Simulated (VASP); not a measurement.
# KTa6 in VASP: notebook

KTa6 is run at these levels: PBEsol; tasks: single point.

Everything below comes from runs of VASP 6.6.1. Logs are shortened: lines on timing, memory, paths and dates and some standing lists are left out, and cuts for length are marked.

**1. The cell of the first run**

The cell holds a slab with vacuum, 7 atoms: a = 4.639 Å, b = 4.639 Å, c = 19.944 Å, α = 90.00°, β = 90.00°, γ = 120.00°.

**2. Single point, PBEsol**

INCAR reads:

```
  PREC = Accurate
  ENCUT = 520
  EDIFF = 1E-6
  ISMEAR = 0
  SIGMA = 0.1
  LREAL = F
  LASPH = T
  NELM = 100
  ALGO = Normal
  ISIF = 2
  LWAVE = F
  LCHARG = F
  LDIPOL = T
  IDIPOL = 3
  DIPOL = 0.5 0.5 0.351
  GGA = PS
  NBANDS = 46
```

KPOINTS reads:

```
regular mesh
0
Gamma
  6 6 1
```

POSCAR reads:

```
KTa6
1.0
    4.6392671641      0.0000000000      0.0000000000
   -2.3196335820      4.0177232190      0.0000000000
    0.0000000000      0.0000000000     19.9438808521
Ta K
6 1
Direct
    0.6666666666      0.3333333333      0.2005627706
    0.3333333333      0.6666666667      0.2480453269
    0.0000000000      0.0000000000      0.2955278831
    0.6666666666      0.3333333333      0.3400187729
    0.3333333333      0.6666666667      0.3814681516
    0.0000000000      0.0000000000      0.4233820346
    0.2222222222      0.4444444444      0.5664740489
```

Potentials or basis: VASP PAW PBE potentials, release 64 (Ta_pv, K_sv).

On the command line:

```console
> cat potpaw_PBE.64/Ta_pv/POTCAR potpaw_PBE.64/K_sv/POTCAR > POTCAR
> mpirun -np 1 vasp_std > vasp.out
```

OUTCAR:

```text
PREC = Accurate
   ENCUT = 520
   EDIFF = 1E-6
   ISMEAR = 0
   LREAL = F
   LASPH = T
   NELM = 100
   ISIF = 2
   GGA = PS

 ion  position               nearest neighbor table
   1  0.667  0.333  0.201-   4 2.78   2 2.84   2 2.84   2 2.84   3 3.28   3 3.28   3 3.28
   2  0.333  0.667  0.248-   5 2.66   3 2.84   3 2.84   3 2.84   1 2.84   1 2.84   1 2.84   4 3.25
                             4 3.25   4 3.25
   3  0.000  0.000  0.296-   6 2.55   4 2.82   4 2.82   4 2.82   2 2.84   2 2.84   2 2.84   5 3.18
                             5 3.18   5 3.18   1 3.28   1 3.28   1 3.28
   4  0.667  0.333  0.340-   1 2.78   5 2.80   5 2.80   5 2.80   3 2.82   3 2.82   3 2.82   6 3.15
                             6 3.15   6 3.15   2 3.25   2 3.25   2 3.25
   5  0.333  0.667  0.381-   2 2.66   4 2.80   4 2.80   4 2.80   6 2.81   6 2.81   6 2.81   3 3.18
                             3 3.18   3 3.18
   6  0.000  0.000  0.423-   3 2.55   5 2.81   5 2.81   5 2.81   4 3.15   4 3.15   4 3.15   7 3.37

   7  0.222  0.444  0.566-   6 3.37

  LATTYP: Found a hexagonal cell.
 ALAT       =     4.6392671641
 C/A-ratio  =     4.2989291512

  Lattice vectors:

 A1 = (   4.6392671641,   0.0000000000,   0.0000000000)
 A2 = (  -2.3196335820,   4.0177232190,   0.0000000000)
 A3 = (   0.0000000000,   0.0000000000,  19.9438808521)

Analysis of symmetry for initial positions (statically):
=====================================================================
 Subroutine PRICEL returns:
 Original cell was already a primitive cell.

 Routine SETGRP: Setting up the symmetry group for a
 hexagonal supercell.

 Subroutine GETGRP returns: Found  2 space group operations
 (whereof  2 operations were pure point group operations)
 out of a pool of 24 trial point group operations.

The static configuration has the point symmetry C_1h.

Analysis of symmetry for dynamics (positions and initial velocities):
=====================================================================
 Subroutine PRICEL returns:
 Original cell was already a primitive cell.

 Routine SETGRP: Setting up the symmetry group for a
 hexagonal supercell.

 Subroutine GETGRP returns: Found  2 space group operations
 (whereof  2 operations were pure point group operations)
 out of a pool of 24 trial point group operations.

The dynamic configuration has the point symmetry C_1h.

[... 104 lines left out ...]
   POTIM  = 0.5000    time-step for ionic-motion
   TEBEG  =    0.0;   TEEND  =   0.0 temperature during run
   PSTRESS=    0.0 pullay stress
   NELECT =      75.0000    total number of electrons
   NUPDOWN=      -1.0000    fix difference up-down
   EMIN   =  10.00;   EMAX   =-10.00  energy-range for DOS
   EFERMI =   0.00;   METHOD = LEGACY
   ISMEAR =     0;   SIGMA  =   0.10  broadening in eV -4-tet -1-fermi 0-gaus
   EFERMI_NEDOS =   21; number of points for ismear=-14 and -15
   IALGO  =     38    algorithm
   IMIX   =      4    mixing-type and parameters
     AMIX     =   0.40;   BMIX     =  1.00
     AMIX_MAG =   1.60;   BMIX_MAG =  1.00
  volume/ion in A,a.u.               =      53.11       358.37
  Fermi-wavevector in a.u.,A,eV,Ry     =   0.960172  1.814461 12.543615  0.921930
  Thomas-Fermi vector in A             =   2.089432
   LORBIT       =      0    0 simple, 1 ext, 2 COOP (PROOUT), +10 PAW based schemes
   GGA     = PS    functional components
   LHFCALC =     F    Hartree Fock is set to
   AEXX    =    0.0000 exact exchange contribution
   IVDW    =     0    specifies the selected vdW correction
   LEPSILON=     F    determine dielectric tensor
   LRPA    =     F    only Hartree local field effects (RPA)
 non-spin polarized calculation
 Gauss-broadening in eV      SIGMA  =   0.10
  energy-cutoff  :      520.00
  volume of cell :      371.74
 maximum number of plane-waves:     10037
 NGX is ok and might be reduce to    36
   NGX = 17   NGY = 17   NGZ = 75

 dipolmoment           0.000000      0.000000      0.050988 electrons x Angstroem

 number of electron      75.0000005 magnetization

 dipolmoment           0.000000      0.000000     -0.141810 electrons x Angstroem

 Free energy of the ion-electron system (eV)
  ---------------------------------------------------
  ext. energy  EPLUGINS =         0.00000000
  ---------------------------------------------------
  free energy    TOTEN  =       -69.65649970 eV

  energy without entropy =      -69.61959547  energy(sigma->0) =      -69.63804759

 E-fermi :   0.1107     XC(G=0):  -5.7410

 val. band max:        0.0870408837   @ k =   0.0000   0.5000   0.0000
 cond. band min:       0.1354120004   @ k =   0.1667   0.1667   0.0000
 fundamental gap:      0.0483711167
 Fermi energy:         0.1106960934

 k-point     1 :       0.0000    0.0000    0.0000
  band No.  band energies     occupation
      1     -34.6208      2.00000
      2     -34.4249      2.00000
      3     -34.3038      2.00000
      4     -34.3015      2.00000
      5     -34.1229      2.00000
      6     -34.1202      2.00000
[... 626 lines left out ...]
     45       1.5670      0.00000
     46       1.8789      0.00000

------------------------ aborting loop because EDIFF is reached ----------------------------------------

 vacuum level on the upper side and lower side of the slab       (xc-potential included)        -1.368         0.168

  FORCE on cell =-STRESS in cart. coord.  units (eV):
  Direction    XX          YY          ZZ          XY          YZ          ZX
  --------------------------------------------------------------------------------------
  -------------------------------------------------------------------------------------
  Total       -5.0594278     -4.4657940     -3.4513585     -0.0000000      0.6589164      0.0000000
  in kB      -21.8058446    -19.2473168    -14.8751580     -0.0000000      2.8398922      0.0000000
  external PRESSURE =     -18.6427731 kB  Pullay stress =       0.0000000 kB

 VOLUME and BASIS-vectors are now :
 -----------------------------------------------------------------------------
  energy-cutoff  :      520.00
  volume of cell :      371.74
      direct lattice vectors                 reciprocal lattice vectors
     4.639267164  0.000000000  0.000000000     0.215551285  0.124448593  0.000000000
    -2.319633582  4.017723219  0.000000000     0.000000000  0.248897185  0.000000000
     0.000000000  0.000000000 19.943880852     0.000000000  0.000000000  0.050140693

 POSITION                                       TOTAL-FORCE (eV/Angst)
 -----------------------------------------------------------------------------------
      2.31963      1.33924      4.00000         0.000000      0.020828      1.787976
     -0.00000      2.67848      4.94699        -0.000000     -0.005844     -0.013510
      0.00000      0.00000      5.89397        -0.000000     -0.029840     -1.838070
      2.31963      1.33924      6.78129         0.000000      0.046748      0.061604
     -0.00000      2.67848      7.60796         0.000000      0.024418      0.138622
      0.00000      0.00000      8.44388        -0.000000     -0.320375     -0.138567
      0.00000      1.78565     11.29769         0.000000      0.264065      0.001945
 -----------------------------------------------------------------------------------
    total drift:                                0.000000     -0.000011      0.000526

  FREE ENERGIE OF THE ION-ELECTRON SYSTEM (eV)
  ---------------------------------------------------
  free  energy   TOTEN  =       -69.6564997036 eV

  energy  without entropy=      -69.6195954738  energy(sigma->0) =      -69.63804759

 vacuum level on the upper side and lower side of the slab         1.523         3.096
```

Wall time 4.4 min (1 thread of Intel Xeon 6975P-C (Granite Rapids), shared host); peak memory 0.54 GiB.

What came out:

- Free energy: -69.6565 eV
- Largest force: 1.838 eV/Å
- Band gap on the k mesh: zero (an odd number of electrons rules out a gap without spin polarisation)

Forces on the atoms (eV/Å):
```
Ta   0.000  0.021  1.788
Ta   0.000 -0.006 -0.014
Ta   0.000 -0.030 -1.838
Ta   0.000  0.047  0.062
Ta   0.000  0.024  0.139
Ta   0.000 -0.320 -0.139
K    0.000  0.264  0.002
```

Caveat: the PAW data sets were made with another functional, which shifts forces and pressure a little; spin-orbit coupling is left out, which moves the levels of the heavy elements.

**3. Single point, PBEsol**

INCAR reads:

```
PREC = Accurate
ENCUT = 520
EDIFF = 1E-6
ISMEAR = 0
SIGMA = 0.1
LREAL = F
LASPH = T
NELM = 100
ALGO = Normal
ISIF = 2
LWAVE = F
LCHARG = T
LDIPOL = T
IDIPOL = 3
DIPOL = 0.5 0.5 0.349
GGA = PS
LELF = T
LVHAR = T
LVACPOTAV = T
NBANDS = 46
```

KPOINTS reads:

```
Automatic mesh
0
Gamma
  6 6 1
```

POSCAR reads:

```
KTa6
1.0
    4.6392671641      0.0000000000      0.0000000000
   -2.3196335820      4.0177232190      0.0000000000
    0.0000000000      0.0000000000     19.9438808521
Ta K
6 1
Direct
    0.6666666667      0.3333333333      0.2005627706
    0.3333333333      0.6666666666      0.2480453269
    0.0000000000      0.0000000000      0.2955278831
    0.6666666667      0.3333333333      0.3400187729
    0.3333333333      0.6666666666      0.3814681516
    0.0000000000      0.0000000000      0.4233820346
    0.4444444444      0.2222222222      0.5555490487
```

Potentials or basis: VASP PAW PBE potentials, release 64 (Ta_pv, K_sv).

On the command line:

```console
> cat potpaw_PBE.64/Ta_pv/POTCAR potpaw_PBE.64/K_sv/POTCAR > POTCAR
> mpirun -np 1 vasp_std > vasp.out
```

It took 4.6 min on 1 thread of Intel Xeon 6975P-C (Granite Rapids), shared host; peak memory 0.55 GiB.

Results (log left out):

```yaml
Free_energy: -69.7374 eV
Largest_force: 1.823 eV/Å
Band_gap_on_the_k_mesh: zero (an odd number of electrons rules out a gap without spin polarisation)
```

Forces on the atoms (eV/Å):
```
Ta   0.007  0.004  1.760
Ta   0.000  0.000 -0.017
Ta  -0.015 -0.008 -1.823
Ta   0.004  0.003  0.075
Ta   0.025  0.014  0.339
Ta  -0.436 -0.252 -0.358
K    0.414  0.239  0.024
```

Levels at points of the mesh, in eV from the Fermi level:
| k point | band 34 | band 35 | band 36 | band 37 | band 38 | band 39 | band 40 | band 41 |
| --- | --- | --- | --- | --- | --- | --- | --- | --- |
| (0.00, 0.00, 0.00) | -1.06 | -0.99 | -0.97 | -0.42 | -0.42 | 0.13 | 0.22 | 0.23 |
| (0.50, 0.00, 0.00) | -1.12 | -0.97 | -0.72 | -0.30 | -0.04 | 0.13 | 0.78 | 1.03 |
| (0.00, 0.50, 0.00) | -1.13 | -0.97 | -0.71 | -0.30 | -0.04 | 0.09 | 0.80 | 1.03 |

Caveat: the PAW data sets were made with another functional, which shifts forces and pressure a little; spin-orbit coupling is left out, which moves the levels of the heavy elements.

[end of part 1 of 2]
